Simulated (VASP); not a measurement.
# SiSn4 (R-3m) in VASP: further runs

The runs below take SiSn4 through single point, relaxation of cell and atoms, with PBE.

All numbers are computed with VASP 6.6.1; they aren't measurements. Logs are shortened: lines on timing, memory, paths and dates and some standing lists are left out, and cuts for length are marked.

### Step 1. The cell of the first run

It takes space group R-3m (No. 166, trigonal). The conventional cell has a = 7.018 Å, b = 7.018 Å, c = 10.608 Å, α = 90.00°, β = 90.00°, γ = 120.00°. Si (site symmetry -3m) has 18 Sn at 3.51 to 4.42 Å within 4.6 Å. Sn (site symmetry 2/m) has 2 Sn at 2.69 Å within 3.5 Å. Within 3.5 Å of Sn (site symmetry -3m) lie 6 Sn at 2.69 Å.

### Step 2. Single point, PBE

INCAR reads:

```
SYSTEM = SiSn4
ALGO = Fast ; EDIFF = 1E-7
ENCUT = 520 ; GGA = PE
ISIF = 2 ; ISMEAR = 0
LASPH = .TRUE. ; LCHARG = .FALSE.
LREAL = .FALSE. ; LWAVE = .FALSE.
NBANDS = 38 ; NELM = 60
PREC = Accurate ; SIGMA = 0.1
```

KPOINTS reads:

```
k-points
0
G
  3 3 3
  0 0 0
```

POSCAR reads:

```
SiSn4
1.0
    3.5091549100      2.0260115300      3.5360326400
   -3.5091549100      2.0260115300      3.5360326400
    0.0000000000     -4.0520230600      3.5360326400
Si Sn
1 4
Direct
    0.5000000000      0.5000000000      0.5000000000
    0.0000000000      0.0000000000      0.5000000000
    0.5000000000      0.0000000000      0.0000000000
    0.0000000000      0.5000000000      0.0000000000
    0.0000000000      0.0000000000      0.0000000000
```

Potentials or basis: VASP PAW PBE potentials, release 64 (Si, Sn_d).

On the command line:

```bash
cat potpaw_PBE.64/Si/POTCAR potpaw_PBE.64/Sn_d/POTCAR > POTCAR
mpirun -np 1 vasp_std > vasp.out
```

OUTCAR:

```text
SYSTEM = SiSn4
   EDIFF = 1E-7
   ENCUT = 520
   GGA = PE
   ISIF = 2
   ISMEAR = 0
   LASPH = .TRUE.
   LREAL = .FALSE.
   NELM = 60
   PREC = Accurate

 ion  position               nearest neighbor table
   1  0.500  0.500  0.500-
   2  0.000  0.000  0.500-   5 2.69   5 2.69   4 3.51   3 3.51   4 3.51   3 3.51
   3  0.500  0.000  0.000-   5 2.69   5 2.69   2 3.51   2 3.51   4 3.51   4 3.51
   4  0.000  0.500  0.000-   5 2.69   5 2.69   2 3.51   2 3.51   3 3.51   3 3.51
   5  0.000  0.000  0.000-   2 2.69   2 2.69   4 2.69   3 2.69   4 2.69   3 2.69

  LATTYP: Found a trigonal (rhomboedric) cell.
 ALAT       =     5.3779566504
 COS(alpha) =     0.1484689630

  Lattice vectors:

 A1 = (   3.5091549100,   2.0260115300,   3.5360326400)
 A2 = (  -3.5091549100,   2.0260115300,   3.5360326400)
 A3 = (   0.0000000000,  -4.0520230600,   3.5360326400)

Analysis of symmetry for initial positions (statically):
=====================================================================
 Subroutine PRICEL returns:
 Original cell was already a primitive cell.

 Routine SETGRP: Setting up the symmetry group for a
 trigonal (rhombohedral) supercell.

 Subroutine GETGRP returns: Found 12 space group operations
 (whereof 12 operations were pure point group operations)
 out of a pool of 12 trial point group operations.

The static configuration has the point symmetry D_3d.

Analysis of symmetry for dynamics (positions and initial velocities):
=====================================================================
 Subroutine PRICEL returns:
 Original cell was already a primitive cell.

 Routine SETGRP: Setting up the symmetry group for a
 trigonal (rhombohedral) supercell.

 Subroutine GETGRP returns: Found 12 space group operations
 (whereof 12 operations were pure point group operations)
 out of a pool of 12 trial point group operations.

The dynamic configuration has the point symmetry D_3d.

 Subroutine INISYM returns: Found 12 space group operations
 (whereof 12 operations are pure point group operations),
 and found     1 'primitive' translations

----------------------------------------------------------------------------------------

                                     Primitive cell

  volume of cell :     150.8384

  direct lattice vectors                    reciprocal lattice vectors
     3.509154910  2.026011530  3.536032640     0.142484448  0.082263434  0.094267606
    -3.509154910  2.026011530  3.536032640    -0.142484448  0.082263434  0.094267606
     0.000000000 -4.052023060  3.536032640     0.000000000 -0.164526869  0.094267606

  length of vectors
     5.377956650  5.377956650  5.377956648     0.189619282  0.189619282  0.189619282

  position of ions in fractional coordinates (direct lattice)
     0.500000000  0.500000000  0.500000000
     0.000000000  0.000000000  0.500000000
     0.500000000  0.000000000  0.000000000
     0.000000000  0.500000000  0.000000000
     0.000000000  0.000000000  0.000000000

  ion indices of the primitive-cell ions
   primitive index   ion index
                 1           1
                 2           2
                 3           3
                 4           4
                 5           5

----------------------------------------------------------------------------------------

 KPOINTS: k-points

Automatic generation of k-mesh.
 Grid dimensions read from file:
 generate k-points for:    3    3    3

 Generating k-lattice:

  Cartesian coordinates                     Fractional coordinates (reciprocal lattice)
     0.047494816  0.027421145  0.031422535     0.333333333  0.000000000  0.000000000
    -0.047494816  0.027421145  0.031422535     0.000000000  0.333333333  0.000000000
     0.000000000 -0.054842290  0.031422535     0.000000000  0.000000000  0.333333333

  Length of vectors
     0.063206427  0.063206427  0.063206427

  Shift w.r.t. Gamma in fractional coordinates (k-lattice)
     0.000000000  0.000000000  0.000000000

 Subroutine IBZKPT returns following result:
 ===========================================

 Found      6 irreducible k-points:

 Following reciprocal coordinates:
            Coordinates               Weight
  0.000000  0.000000  0.000000      1.000000
  0.333333  0.000000  0.000000      6.000000
  0.333333  0.333333  0.000000      6.000000
 -0.333333  0.333333  0.000000      6.000000
  0.333333  0.333333  0.333333      2.000000
 -0.333333  0.333333  0.333333      6.000000
   k-points           NKPTS =      6   k-points in BZ     NKDIM =      6   number of bands    NBANDS=     38
   number of dos      NEDOS =    301   number of ions     NIONS =      5
   total plane-waves  NPLWV =  64000
   dimension x,y,z NGX =    40 NGY =   40 NGZ =   40
   dimension x,y,z NGXF=    80 NGYF=   80 NGZF=   80
   ions per type =               1   4
   NGX,Y,Z   is equivalent  to a cutoff of  12.36, 12.36, 12.36 a.u.
   NGXF,Y,Z  is equivalent  to a cutoff of  24.73, 24.73, 24.73 a.u.
 SYSTEM =  SiSn4
   PREC   = accura    normal or accurate (medium, high low for compatibility)
   ISTART =      0    job   : 0-new  1-cont  2-samecut
   ICHARG =      2    charge: 1-file 2-atom 10-const
   ISPIN  =      1    spin polarized calculation?
   LNONCOLLINEAR =      F non collinear calculations
   LSORBIT =      F    spin-orbit coupling
   LASPH  =      T    aspherical Exc in radial PAW
   ENCUT  =  520.0 eV  38.22 Ry    6.18 a.u.  10.00 10.00 10.00*2*pi/ulx,y,z
   NELM   =     60;   NELMIN=  2; NELMDL= -5     # of ELM steps
   EDIFF  = 0.1E-06   stopping-criterion for ELM
   LREAL  =      F    real-space projection
   EDIFFG = 0.1E-05   stopping-criterion for IOM
   NSW    =      0    number of steps for IOM
   IBRION =     -1    ionic relax: 0-MD 1-quasi-New 2-CG
   NFREE  =      0    steps in history (QN), initial steepest desc. (CG)
   ISIF   =      2    stress and relaxation
   ISYM   =      2    0-nonsym 1-usesym 2-fastsym
   POTIM  = 0.5000    time-step for ionic-motion
   TEBEG  =    0.0;   TEEND  =   0.0 temperature during run
   PSTRESS=    0.0 pullay stress
   NELECT =      60.0000    total number of electrons
   NUPDOWN=      -1.0000    fix difference up-down
   EMIN   =  10.00;   EMAX   =-10.00  energy-range for DOS
   EFERMI =   0.00;   METHOD = LEGACY
   ISMEAR =     0;   SIGMA  =   0.10  broadening in eV -4-tet -1-fermi 0-gaus
   EFERMI_NEDOS =   21; number of points for ismear=-14 and -15
   IALGO  =     68    algorithm
   IMIX   =      4    mixing-type and parameters
     AMIX     =   0.40;   BMIX     =  1.00
     AMIX_MAG =   1.60;   BMIX_MAG =  1.00
  volume/ion in A,a.u.               =      30.17       203.58
  Fermi-wavevector in a.u.,A,eV,Ry     =   1.203986  2.275203 19.722748  1.449581
  Thomas-Fermi vector in A             =   2.339723
   LORBIT       =      0    0 simple, 1 ext, 2 COOP (PROOUT), +10 PAW based schemes
   GGA     = PE    functional components
   LHFCALC =     F    Hartree Fock is set to
   AEXX    =    0.0000 exact exchange contribution
   IVDW    =     0    specifies the selected vdW correction
   LEPSILON=     F    determine dielectric tensor
   LRPA    =     F    only Hartree local field effects (RPA)
 non-spin polarized calculation
 RMM-DIIS sequential band-by-band and
 Gauss-broadening in eV      SIGMA  =   0.10
  energy-cutoff  :      520.00
  volume of cell :      150.84
 maximum number of plane-waves:      4087
   NGX = 19   NGY = 19   NGZ = 19

 number of electron      59.9999968 magnetization

 Free energy of the ion-electron system (eV)
  ---------------------------------------------------
  ext. energy  EPLUGINS =         0.00000000
  ---------------------------------------------------
  free energy    TOTEN  =       -14.92068910 eV

  energy without entropy =      -14.88015912  energy(sigma->0) =      -14.90042411

 E-fermi :   5.9143     XC(G=0):  -9.3930

 val. band max:        5.8707527623   @ k =  -0.3333   0.3333   0.0000
 cond. band min:       5.9398977427   @ k =   0.3333   0.3333   0.0000
 fundamental gap:      0.0691449804
 Fermi energy:         5.9142904247

 k-point     1 :       0.0000    0.0000    0.0000
  band No.  band energies     occupation
      1     -16.4090      2.00000
      2     -16.4090      2.00000
      3     -16.1199      2.00000
      4     -16.0334      2.00000
      5     -16.0334      2.00000
      6     -15.7194      2.00000
[... 30 lines left out ...]
     37       9.7240      0.00000
     38      10.9422      0.00000

 k-point     2 :       0.3333    0.0000    0.0000
  band No.  band energies     occupation
      1     -16.4072      2.00000
      2     -16.2732      2.00000
      3     -16.0680      2.00000
      4     -16.0122      2.00000
      5     -15.9812      2.00000
      6     -15.6898      2.00000
[... 30 lines left out ...]
     37       9.9270      0.00000
     38      10.9759      0.00000

 k-point     3 :       0.3333    0.3333    0.0000
  band No.  band energies     occupation
      1     -16.3452      2.00000
      2     -16.1566      2.00000
      3     -16.0255      2.00000
      4     -15.9839      2.00000
      5     -15.9415      2.00000
      6     -15.6831      2.00000
[... 30 lines left out ...]
     37      10.6911      0.00000
     38      11.6821      0.00000

 k-point     4 :      -0.3333    0.3333    0.0000
  band No.  band energies     occupation
      1     -16.3446      2.00000
      2     -16.1603      2.00000
      3     -16.0218      2.00000
      4     -15.9846      2.00000
      5     -15.9347      2.00000
      6     -15.6732      2.00000
[... 30 lines left out ...]
     37       8.9494      0.00000
     38      11.8380      0.00000

 k-point     5 :       0.3333    0.3333    0.3333
  band No.  band energies     occupation
      1     -16.1538      2.00000
      2     -16.1538      2.00000
      3     -15.9804      2.00000
      4     -15.9309      2.00000
      5     -15.9309      2.00000
      6     -15.6829      2.00000
[... 30 lines left out ...]
     37      10.9067      0.00000
     38      11.7453      0.00000

 k-point     6 :      -0.3333    0.3333    0.3333
  band No.  band energies     occupation
      1     -16.1587      2.00000
      2     -16.1528      2.00000
      3     -15.9680      2.00000
      4     -15.9300      2.00000
      5     -15.9257      2.00000
      6     -15.6687      2.00000
[... 30 lines left out ...]
     37       9.8265      0.00000
     38      11.4438      0.00000

------------------------ aborting loop because EDIFF is reached ----------------------------------------

  FORCE on cell =-STRESS in cart. coord.  units (eV):
  Direction    XX          YY          ZZ          XY          YZ          ZX
  --------------------------------------------------------------------------------------
  -------------------------------------------------------------------------------------
  Total        4.2837691      4.2837691     12.0983826      0.0000000     -0.0000000     -0.0000000
  in kB       45.5013902     45.5013901    128.5067467      0.0000000     -0.0000000     -0.0000000
  external PRESSURE =      73.1698423 kB  Pullay stress =       0.0000000 kB

 VOLUME and BASIS-vectors are now :
 -----------------------------------------------------------------------------
  energy-cutoff  :      520.00
  volume of cell :      150.84
      direct lattice vectors                 reciprocal lattice vectors
     3.509154910  2.026011530  3.536032640     0.142484448  0.082263434  0.094267606
    -3.509154910  2.026011530  3.536032640    -0.142484448  0.082263434  0.094267606
     0.000000000 -4.052023060  3.536032640     0.000000000 -0.164526869  0.094267606

 POSITION                                       TOTAL-FORCE (eV/Angst)
 -----------------------------------------------------------------------------------
      0.00000      0.00000      5.30405        -0.000000      0.000000      0.000000
      0.00000     -2.02601      1.76802         0.000000      0.000000     -0.000000
      1.75458      1.01301      1.76802        -0.000000      0.000000      0.000000
     -1.75458      1.01301      1.76802        -0.000000     -0.000000     -0.000000
      0.00000      0.00000      0.00000        -0.000000      0.000000     -0.000000
 -----------------------------------------------------------------------------------
    total drift:                               -0.000000      0.000000     -0.000000

  FREE ENERGIE OF THE ION-ELECTRON SYSTEM (eV)
  ---------------------------------------------------
  free  energy   TOTEN  =       -14.9206891042 eV

  energy  without entropy=      -14.8801591185  energy(sigma->0) =      -14.90042411
```

Wall time 50 s (1 thread of Intel Xeon Platinum 8488C (Sapphire Rapids), shared host); peak memory 0.23 GiB.

Results:

| Item | Value |
| --- | --- |
| Free energy | -14.9207 eV |
| Pressure | 7.3 GPa |
| Band gap on the k mesh | zero (band 30 reaches 5.87 eV, above the bottom of band 31 at 5.59 eV) |

Stress tensor (GPa, compression positive):
```
 4.55  0.00  0.00
 0.00  4.55  0.00
 0.00  0.00 12.85
```

Caveat: the k points lie up to 0.40 Å⁻¹ apart; spin-orbit coupling is left out, which moves the levels of the heavy elements.

### Step 3. Single point, PBE

This run uses another cell than the first one, of 35.41 Å³/atom, 1.174 times its volume.

INCAR reads:

```
PREC = Accurate ; ENCUT = 520
EDIFF = 1E-6 ; ISMEAR = 0
SIGMA = 0.1 ; LREAL = False
LASPH = True ; NELM = 100
ALGO = Normal ; ISIF = 2
LWAVE = False ; LCHARG = False
GGA = PE ; NBANDS = 38
```

KPOINTS reads:

```
Automatic mesh
0
Gamma
  3 3 3
```

POSCAR: that of step 2 with these lines changed.

```diff
@@ -2,5 +2,5 @@
 1.0
-    3.5091549100      2.0260115300      3.5360326400
-   -3.5091549100      2.0260115300      3.5360326400
-    0.0000000000     -4.0520230600      3.5360326400
+    3.0785279457      1.7773889382      5.3922632492
+   -3.0785279457      1.7773889382      5.3922632492
+    0.0000000000     -3.5547778764      5.3922632492
 Si Sn
```

Potentials or basis: VASP PAW PBE potentials, release 64 (Si, Sn_d).

On the command line:

```bash
cat potpaw_PBE.64/Si/POTCAR potpaw_PBE.64/Sn_d/POTCAR > POTCAR
mpirun -np 1 vasp_std > vasp.out
```

It took 73 s on 1 thread of Intel Xeon Platinum 8488C (Sapphire Rapids), shared host; peak memory 0.31 GiB.

The run converged. Its results:

```
Free energy            : -18.1219 eV
Pressure               : -0.3 GPa
Band gap on the k mesh : zero (band 30 reaches 4.59 eV, above the bottom of band 31 at 3.63 eV)
```

Stress tensor (GPa, compression positive):
```
-0.39  0.00  0.00
 0.00 -0.39  0.00
 0.00  0.00 -0.16
```

Levels at points of the mesh, in eV from the Fermi level:
```csv
k point,band 28,band 29,band 30,band 31,band 32,band 33
"(0.00, 0.00, 0.00)",-3.60,-2.55,-0.68,-0.68,0.84,2.96
```

Caveat: the k points lie up to 0.41 Å⁻¹ apart; spin-orbit coupling is left out, which moves the levels of the heavy elements.

### Step 4. Relaxation of cell and atoms, PBE

INCAR reads:

```
PREC = Accurate
ENCUT = 600
EDIFF = 1E-6
ISMEAR = 0
SIGMA = 0.1
LREAL = False
LASPH = True
NELM = 100
ALGO = Normal
ISIF = 3
LWAVE = False
LCHARG = False
GGA = PE
IBRION = 2
NSW = 90
EDIFFG = -0.04
```

KPOINTS reads:

```
regular mesh
0
Gamma
  3 3 3
```

POSCAR: that of step 3 with these lines changed.

```diff
@@ -2,5 +2,5 @@
 1.0
-    3.0785279457      1.7773889382      5.3922632492
-   -3.0785279457      1.7773889382      5.3922632492
-    0.0000000000     -3.5547778764      5.3922632492
+    3.5091549100      2.0260115300      3.5360326400
+   -3.5091549100      2.0260115300      3.5360326400
+    0.0000000000     -4.0520230600      3.5360326400
 Si Sn
```

On the command line:

```bash
cat potpaw_PBE.64/Si/POTCAR potpaw_PBE.64/Sn_d/POTCAR > POTCAR
mpirun -np 1 vasp_std > vasp.out
```

Run time: 11 min. Hardware: 1 thread of Intel Xeon Platinum 8488C (Sapphire Rapids), shared host; peak memory 0.33 GiB.

The run converged. Its results:

```
Free energy                            : -18.0919 eV
Relaxed volume                         : 35.02 Å³/atom
Relaxed cell                           : a = 6.430 Å, b = 6.430 Å, c = 6.430 Å, α = 57.02°, β = 57.02°, γ = 57.02°
Space group after relaxing (to 0.05 Å) : R-3m (No. 166)
Energy gained by relaxing              : 634.2 meV/atom
Ionic steps                            : 14
Pressure after relaxing                : 0.0 GPa
Band gap on the k mesh                 : zero (band 30 reaches 4.68 eV, above the bottom of band 31 at 3.70 eV)
```

Step by step:
```csv
step,energy change (eV),largest force (eV/Å),pressure (GPa),volume (Å³)
1,0.0000,0.0000,7.35,150.84
2,-0.8031,0.0000,-1.18,182.83
3,-0.8029,0.0000,-1.59,185.70
4,-1.2605,0.0000,-1.82,184.17
5,-2.8402,0.0000,-1.19,174.84
6,3.1495,0.0000,29.54,139.81
7,-3.0171,0.0000,-0.36,172.10
8,-3.0805,0.0000,2.61,164.68
9,-3.1350,0.0000,1.23,167.64
10,-3.1331,0.0000,1.50,167.02
11,-3.1306,0.0000,-0.58,181.30
12,-3.1665,0.0000,0.36,173.92
13,-3.1680,0.0000,-0.28,176.04
14,-3.1709,0.0000,-0.02,175.08
```

Final structure:
```
CELL_PARAMETERS angstrom
3.06929 1.77205 5.36506
-3.06929 1.77205 5.36506
0.00000 -3.54411 5.36506
ATOMIC_POSITIONS crystal
Si 0.50000 0.50000 0.50000
Sn 0.00000 0.00000 0.50000
Sn 0.50000 0.00000 0.00000
Sn 0.00000 0.50000 0.00000
Sn 0.00000 0.00000 0.00000
```

Levels at points of the mesh, in eV from the Fermi level:
| k point | band 26 | band 27 | band 28 | band 29 | band 30 | band 31 | band 32 | band 33 | band 34 | band 35 |
| --- | --- | --- | --- | --- | --- | --- | --- | --- | --- | --- |
| (0.00, 0.00, 0.00) | -4.52 | -3.64 | -3.64 | -2.58 | -0.71 | -0.71 | 0.84 | 2.95 | 3.99 | 3.99 |

Caveat: the k points lie up to 0.41 Å⁻¹ apart in the final cell; the volume moved by over 15 % at a fixed basis, so the end points are rough; spin-orbit coupling is left out, which moves the levels of the heavy elements.

### Step 5. Overview

```tsv
task	cell	cutoff (eV)	gap on the mesh (eV)	pressure (GPa)
single point	a = 5.378 Å, angles 81.5°, 5 atoms	520	none	7.3
single point	a = 6.459 Å, angles 56.9°, 5 atoms	520	none	-0.3
relaxation of cell and atoms	relaxed from a = 5.378 Å, angles 81.5°, 5 atoms	600	none	0.0
```

Alike in all rows: level PBE; potentials or basis VASP PAW PBE potentials, release 64 (Si, Sn_d); no spin polarisation; k mesh 3 × 3 × 3; smearing gaussian 0.1 eV.

Caveats: all runs use coarse meshes; spin-orbit coupling is left out, which moves the levels of the heavy elements; the volume moved by over 15 % at a fixed basis, so the end points are rough (some runs).

Total energies depend on the potentials used, so only differences within one code and one set of settings carry meaning.
